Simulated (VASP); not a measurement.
# Ta4C3 (P3m1) in VASP: single point with r2SCAN

Aim: the single point of Ta4C3 with r2SCAN.

Everything below comes from runs of VASP 6.6.1. Logs are shortened: lines on timing, memory, paths and dates and some standing lists are left out, and cuts for length are marked.

### Step 1. The cell of the first run

The structure is trigonal, space group P3m1 (No. 156). Conventional cell: a = 3.118 Å, b = 3.118 Å, c = 10.219 Å, α = 90.00°, β = 90.00°, γ = 120.00°. Within 3.3 Å of Ta (site symmetry 3m) lie 6 C at 2.26 Å and 10 Ta at 2.52 to 3.23 Å. Ta (site symmetry 3m) has 3 C at 2.14 Å and 1 Ta at 2.52 Å within 2.8 Å. Within 2.9 Å of Ta (site symmetry 3m) lie 3 C at 2.19 Å. Within 2.9 Å of Ta (site symmetry 3m) lie 6 C at 2.20 to 2.23 Å. Within 2.9 Å of C (site symmetry 3m) lie 6 Ta at 2.19 to 2.20 Å. Within 2.8 Å of C (site symmetry 3m) lie 6 Ta at 2.14 to 2.26 Å and 1 C at 2.73 Å. Within 3.2 Å of C (site symmetry 3m) lie 6 Ta at 2.23 to 2.26 Å and 10 C at 2.73 to 3.15 Å.

### Step 2. Single point, r2SCAN (the part above a cut slid along it)

Contents of POSCAR:

```
Ta4C3
1.0
   -3.1177991687      0.0000000000      0.0000000000
   -1.5588995843     -2.7000932840      0.0000000000
    0.0001558899      0.0000900031     10.2185930705
Ta C
4 3
Direct
    0.3101063343      0.3101063343      0.1900275630
    0.3101314382      0.3101314382      0.9431452919
   -0.0232100328     -0.0232100328      0.6990174637
    0.6434484331      0.6434484331      0.4529928082
    0.3101192271      0.3101192271      0.5768132042
    0.9767685649      0.9767685649      0.0569471534
   -0.0232225348     -0.0232225348      0.3239565456
```

Contents of INCAR.step1:

```
SYSTEM = Ta4C3
ALGO = Normal
EDIFF = 1E-4
ENCUT = 520
GGA = PE
ISMEAR = 0
LASPH = .TRUE.
LCHARG = .FALSE.
LREAL = .FALSE.
LWAVE = .TRUE.
NBANDS = 37
NELM = 100
PREC = Accurate
SIGMA = 0.15
```

Contents of INCAR.step2:

```
SYSTEM = Ta4C3
ALGO = Normal
EDIFF = 1E-6
ENCUT = 520
ISIF = 2
ISMEAR = 0
ISTART = 1
LASPH = .TRUE.
LCHARG = .FALSE.
LMIXTAU = .TRUE.
LREAL = .FALSE.
LWAVE = .FALSE.
METAGGA = R2SCAN
NBANDS = 37
NELM = 100
PREC = Accurate
SIGMA = 0.15
```

Contents of KPOINTS:

```
k-points
0
G
  14 14 4
  0 0 0
```

Potentials or basis: VASP PAW PBE potentials, release 64 (Ta_pv, C).

Command:

```console
> cat potpaw_PBE.64/Ta_pv/POTCAR potpaw_PBE.64/C/POTCAR > POTCAR
> cp INCAR.step1 INCAR
> mpirun -np 1 vasp_std > vasp.out
> cp INCAR.step2 INCAR
> mpirun -np 1 vasp_std > vasp.out
```

OUTCAR:

```text
SYSTEM = Ta4C3
   EDIFF = 1E-6
   ENCUT = 520
   ISIF = 2
   ISMEAR = 0
   ISTART = 1
   LASPH = .TRUE.
   LREAL = .FALSE.
   METAGGA = R2SCAN
   NELM = 100
   PREC = Accurate

 ion  position               nearest neighbor table
   1  0.310  0.310  0.190-   6 2.26   6 2.26   6 2.26   7 2.26   7 2.26   7 2.26   2 2.52   4 3.23
                             4 3.23   4 3.23
   2  0.310  0.310  0.943-   6 2.14   6 2.14   6 2.14   1 2.52   3 3.08   3 3.08   3 3.08
   3  0.977  0.977  0.699-   5 2.19   5 2.19   5 2.19   2 3.08   2 3.08   2 3.08   4 3.09   4 3.09
                             4 3.09
   4  0.643  0.643  0.453-   5 2.20   5 2.20   5 2.20   7 2.23   7 2.23   7 2.23   3 3.09   3 3.09
                             3 3.09   1 3.23   1 3.23   1 3.23
   5  0.310  0.310  0.577-   3 2.19   3 2.19   3 2.19   4 2.20   4 2.20   4 2.20
   6  0.977  0.977  0.057-   2 2.14   2 2.14   2 2.14   1 2.26   1 2.26   1 2.26
   7  0.977  0.977  0.324-   4 2.23   4 2.23   4 2.23   1 2.26   1 2.26   1 2.26

  LATTYP: Found a simple monoclinic cell.
 ALAT       =     3.1177991687
 B/A-ratio  =     3.2775020196
 C/A-ratio  =     1.7320508076
 COS(beta)  =    -0.8660254038

  Lattice vectors:

 A1 = (  -1.5588995844,   2.7000932840,   0.0000000000)
 A2 = (   0.0001558899,   0.0000900031,  10.2185930705)
 A3 = (   4.6766987531,  -2.7000932840,   0.0000000000)

Analysis of symmetry for initial positions (statically):
=====================================================================
 Subroutine PRICEL returns:
 Original cell was already a primitive cell.

 Routine SETGRP: Setting up the symmetry group for a
 simple monoclinic supercell.

 Subroutine GETGRP returns: Found  1 space group operations
 (whereof  1 operations were pure point group operations)
 out of a pool of  4 trial point group operations.

The static configuration has the point symmetry C_1 .

Analysis of symmetry for dynamics (positions and initial velocities):
=====================================================================
 Subroutine PRICEL returns:
 Original cell was already a primitive cell.

 Routine SETGRP: Setting up the symmetry group for a
 simple monoclinic supercell.

 Subroutine GETGRP returns: Found  1 space group operations
 (whereof  1 operations were pure point group operations)
 out of a pool of  4 trial point group operations.

The dynamic configuration has the point symmetry C_1 .

 Subroutine INISYM returns: Found  1 space group operations
 (whereof  1 operations are pure point group operations),
 and found     1 'primitive' translations

----------------------------------------------------------------------------------------

                                     Primitive cell

  volume of cell :      86.0237

  direct lattice vectors                    reciprocal lattice vectors
    -3.117799169  0.000000000  0.000000000    -0.320739068  0.185178787  0.000003262
    -1.558899584 -2.700093284  0.000000000     0.000000000 -0.370357575  0.000003262
     0.000155890  0.000090003 10.218593071     0.000000000  0.000000000  0.097860830

  length of vectors
     3.117799169  3.117799169 10.218593072     0.370357575  0.370357575  0.097860830

  position of ions in fractional coordinates (direct lattice)
     0.310106334  0.310106334  0.190027563
     0.310131438  0.310131438  0.943145292
     0.976789967  0.976789967  0.699017464
     0.643448433  0.643448433  0.452992808
     0.310119227  0.310119227  0.576813204
     0.976768565  0.976768565  0.056947153
     0.976777465  0.976777465  0.323956546

  ion indices of the primitive-cell ions
   primitive index   ion index
                 1           1
                 2           2
                 3           3
                 4           4
                 5           5
                 6           6
                 7           7

----------------------------------------------------------------------------------------

 KPOINTS: k-points

Automatic generation of k-mesh.
 Grid dimensions read from file:
 generate k-points for:   14   14    4

 Generating k-lattice:

  Cartesian coordinates                     Fractional coordinates (reciprocal lattice)
    -0.022909933  0.013227056  0.000000233     0.071428571  0.000000000  0.000000000
     0.000000000 -0.026454112  0.000000233     0.000000000  0.071428571  0.000000000
     0.000000000  0.000000000  0.024465208     0.000000000  0.000000000  0.250000000

  Length of vectors
     0.026454112  0.026454112  0.024465208

  Shift w.r.t. Gamma in fractional coordinates (k-lattice)
     0.000000000  0.000000000  0.000000000

 Subroutine IBZKPT returns following result:
 ===========================================

 Found    396 irreducible k-points:

 Following reciprocal coordinates:
            Coordinates               Weight
  0.000000  0.000000  0.000000      1.000000
  0.071429 -0.000000  0.000000      2.000000
  0.071429  0.071429  0.000000      2.000000
  0.000000  0.071429  0.000000      2.000000
  0.142857  0.000000  0.000000      2.000000
  0.142857  0.142857  0.000000      2.000000
[... 16 lines left out ...]
  0.142857  0.071429  0.000000      2.000000
  0.071429  0.142857  0.000000      2.000000
 [... further k-points ...]
   k-points           NKPTS =    396   k-points in BZ     NKDIM =    396   number of bands    NBANDS=     37
   number of dos      NEDOS =    301   number of ions     NIONS =      7
   total plane-waves  NPLWV =  46080
   dimension x,y,z NGX =    24 NGY =   24 NGZ =   80
   dimension x,y,z NGXF=    48 NGYF=   48 NGZF=  160
   ions per type =               4   3
   NGX,Y,Z   is equivalent  to a cutoff of  12.80, 12.80, 13.02 a.u.
   NGXF,Y,Z  is equivalent  to a cutoff of  25.59, 25.59, 26.03 a.u.
 SYSTEM =  Ta4C3
   PREC   = accura    normal or accurate (medium, high low for compatibility)
   ISTART =      1    job   : 0-new  1-cont  2-samecut
   ICHARG =      0    charge: 1-file 2-atom 10-const
   ISPIN  =      1    spin polarized calculation?
   LNONCOLLINEAR =      F non collinear calculations
   LSORBIT =      F    spin-orbit coupling
   LASPH  =      T    aspherical Exc in radial PAW
   ENCUT  =  520.0 eV  38.22 Ry    6.18 a.u.   5.80  5.80 19.00*2*pi/ulx,y,z
   NELM   =    100;   NELMIN=  2; NELMDL=  0     # of ELM steps
   EDIFF  = 0.1E-05   stopping-criterion for ELM
   LREAL  =      F    real-space projection
   EDIFFG = 0.1E-04   stopping-criterion for IOM
   NSW    =      0    number of steps for IOM
   IBRION =     -1    ionic relax: 0-MD 1-quasi-New 2-CG
   NFREE  =      0    steps in history (QN), initial steepest desc. (CG)
   ISIF   =      2    stress and relaxation
   ISYM   =      2    0-nonsym 1-usesym 2-fastsym
   POTIM  = 0.5000    time-step for ionic-motion
   TEBEG  =    0.0;   TEEND  =   0.0 temperature during run
   PSTRESS=    0.0 pullay stress
   NELECT =      56.0000    total number of electrons
   NUPDOWN=      -1.0000    fix difference up-down
   EMIN   =  10.00;   EMAX   =-10.00  energy-range for DOS
   EFERMI =   0.00;   METHOD = LEGACY
   ISMEAR =     0;   SIGMA  =   0.15  broadening in eV -4-tet -1-fermi 0-gaus
   EFERMI_NEDOS =   21; number of points for ismear=-14 and -15
   IALGO  =     38    algorithm
   IMIX   =      4    mixing-type and parameters
     AMIX     =   0.40;   BMIX     =  1.00
     AMIX_MAG =   1.60;   BMIX_MAG =  1.00
  volume/ion in A,a.u.               =      12.29        82.93
  Fermi-wavevector in a.u.,A,eV,Ry     =   1.418834  2.681207 27.389741  2.013089
  Thomas-Fermi vector in A             =   2.539918
   LORBIT       =      0    0 simple, 1 ext, 2 COOP (PROOUT), +10 PAW based schemes
   METAGGA = R2SCAN    functional components
   LHFCALC =     F    Hartree Fock is set to
   AEXX    =    0.0000 exact exchange contribution
   IVDW    =     0    specifies the selected vdW correction
   LEPSILON=     F    determine dielectric tensor
   LRPA    =     F    only Hartree local field effects (RPA)
 non-spin polarized calculation
 Gauss-broadening in eV      SIGMA  =   0.15
  energy-cutoff  :      520.00
  volume of cell :       86.02
 maximum number of plane-waves:      2342
   NGX = 11   NGY = 11   NGZ = 37

 number of electron      55.9999998 magnetization

 Free energy of the ion-electron system (eV)
  ---------------------------------------------------
  ext. energy  EPLUGINS =         0.00000000
  ---------------------------------------------------
  free energy    TOTEN  =      -226.65298176 eV

  energy without entropy =     -226.60864888  energy(sigma->0) =     -226.63081532

 E-fermi :   7.0436     XC(G=0): -13.9853

 val. band max:        7.0412324316   @ k =  -0.1429  -0.1429   0.2500
 cond. band min:       7.0511701051   @ k =   0.2143   0.3571   0.0000
 fundamental gap:      0.0099376735
 Fermi energy:         7.0436148158

 k-point     1 :       0.0000    0.0000    0.0000
  band No.  band energies     occupation
      1     -29.5103      2.00000
      2     -29.0899      2.00000
      3     -29.0332      2.00000
      4     -29.0332      2.00000
      5     -28.5070      2.00000
      6     -28.4464      2.00000
[... 29 lines left out ...]
     36      10.3278      0.00000
     37      10.5150      0.00000

 k-point     2 :       0.0714   -0.0000    0.0000
  band No.  band energies     occupation
      1     -29.5010      2.00000
      2     -29.0932      2.00000
      3     -29.0603      2.00000
      4     -29.0406      2.00000
      5     -28.5020      2.00000
      6     -28.4778      2.00000
[... 29 lines left out ...]
     36      10.2019      0.00000
     37      10.5282      0.00000

 k-point     3 :       0.0714    0.0714    0.0000
  band No.  band energies     occupation
      1     -29.5010      2.00000
      2     -29.0932      2.00000
      3     -29.0603      2.00000
      4     -29.0406      2.00000
      5     -28.5020      2.00000
      6     -28.4779      2.00000
[... 29 lines left out ...]
     36      10.2019      0.00000
     37      10.5281      0.00000
[... 761 lines left out ...]
 k-point    23 :       0.1429    0.0714    0.0000
  band No.  band energies     occupation
      1     -29.4835      2.00000
      2     -29.1381      2.00000
      3     -29.0720      2.00000
      4     -29.0547      2.00000
      5     -28.5365      2.00000
      6     -28.4933      2.00000
[... 29 lines left out ...]
     36      10.3618      0.00000
     37      10.6708      0.00000

 k-point    24 :       0.0714    0.1429    0.0000
  band No.  band energies     occupation
      1     -29.4835      2.00000
      2     -29.1381      2.00000
      3     -29.0720      2.00000
      4     -29.0547      2.00000
      5     -28.5365      2.00000
      6     -28.4933      2.00000
[... 29 lines left out ...]
     36      10.3618      0.00000
     37      10.6708      0.00000

 [... further k-points ...]
[... 5 lines left out ...]
  --------------------------------------------------------------------------------------
  -------------------------------------------------------------------------------------
  Total        0.0767079      0.0780457     14.1758574     -0.0011563      0.0000725      0.0001251
  in kB        1.4286732      1.4535887    264.0230887     -0.0215359      0.0013500      0.0023307
  external PRESSURE =      88.9684502 kB  Pullay stress =       0.0000000 kB

 VOLUME and BASIS-vectors are now :
 -----------------------------------------------------------------------------
  energy-cutoff  :      520.00
  volume of cell :       86.02
      direct lattice vectors                 reciprocal lattice vectors
    -3.117799169  0.000000000  0.000000000    -0.320739068  0.185178787  0.000003262
    -1.558899584 -2.700093284  0.000000000     0.000000000 -0.370357575  0.000003262
     0.000155890  0.000090003 10.218593071     0.000000000  0.000000000  0.097860830

 POSITION                                       TOTAL-FORCE (eV/Angst)
 -----------------------------------------------------------------------------------
     -1.45024     -0.83730      1.94181         0.000432      0.000249      4.980919
     -1.45024     -0.83730      9.63762         0.000747      0.000431     -5.357761
     -4.56804     -2.63736      7.14298        -0.000104     -0.000060     -0.853784
     -3.00914     -1.73733      4.62895         0.000010      0.000006     -0.558077
     -1.45024     -0.83730      5.89422        -0.000065     -0.000037      0.563317
     -4.56804     -2.63736      0.58192        -0.000969     -0.000559      1.141553
     -4.56804     -2.63736      3.31038        -0.000051     -0.000030      0.083832
 -----------------------------------------------------------------------------------
    total drift:                                0.000202      0.000117      0.000178

  FREE ENERGIE OF THE ION-ELECTRON SYSTEM (eV)
  ---------------------------------------------------
  free  energy   TOTEN  =      -226.6529817584 eV

  energy  without entropy=     -226.6086488828  energy(sigma->0) =     -226.63081532
```

It took 3.3 h on 1 thread of Oxide Virtual Turin-like, shared host; peak memory 0.91 GiB.

What came out:

```
Free energy            : -226.6530 eV
Pressure               : 8.9 GPa
Largest force          : 5.358 eV/Å
Band gap on the k mesh : zero (bands 28 and 29 overlap by 0.75 eV)
```

Forces in eV/Å, atoms in the order of the input:
```
Ta   0.000  0.000  4.981
Ta   0.001  0.000 -5.358
Ta   0.000  0.000 -0.854
Ta   0.000  0.000 -0.558
C    0.000  0.000  0.563
C   -0.001 -0.001  1.142
C    0.000  0.000  0.084
```

Levels at points of the mesh, in eV from the Fermi level:
```
           k point  band 25  band 26  band 27  band 28  band 29  band 30  band 31  band 32
(0.00, 0.00, 0.00)    -2.13    -1.30    -0.20    -0.20     0.67     0.67     1.26     1.26
(0.50, 0.00, 0.00)    -2.30    -1.75    -0.55    -0.06     0.84     2.50     2.90     3.84
(0.50, 0.50, 0.00)    -2.30    -1.75    -0.55    -0.06     0.84     2.50     2.90     3.84
(0.00, 0.50, 0.00)    -2.30    -1.75    -0.55    -0.06     0.84     2.50     2.90     3.84
(0.00, 0.00, 0.50)    -2.35    -1.00    -0.14    -0.14     0.83     0.83     1.42     1.52
(0.50, 0.00, 0.50)    -2.14    -1.88    -0.62    -0.07     1.21     2.34     2.61     3.87
(0.50, 0.50, 0.50)    -2.14    -1.88    -0.62    -0.07     1.21     2.34     2.61     3.87
(0.00, 0.50, 0.50)    -2.14    -1.88    -0.62    -0.07     1.21     2.34     2.61     3.87
```

Caveat: the cell differs from its parent crystal (the part above a cut slid along it); the stress differs along the axes, from 0 to 26 GPa; the PAW data sets were made with another functional, which shifts forces and pressure a little; spin-orbit coupling is left out, which moves the levels of the heavy elements.
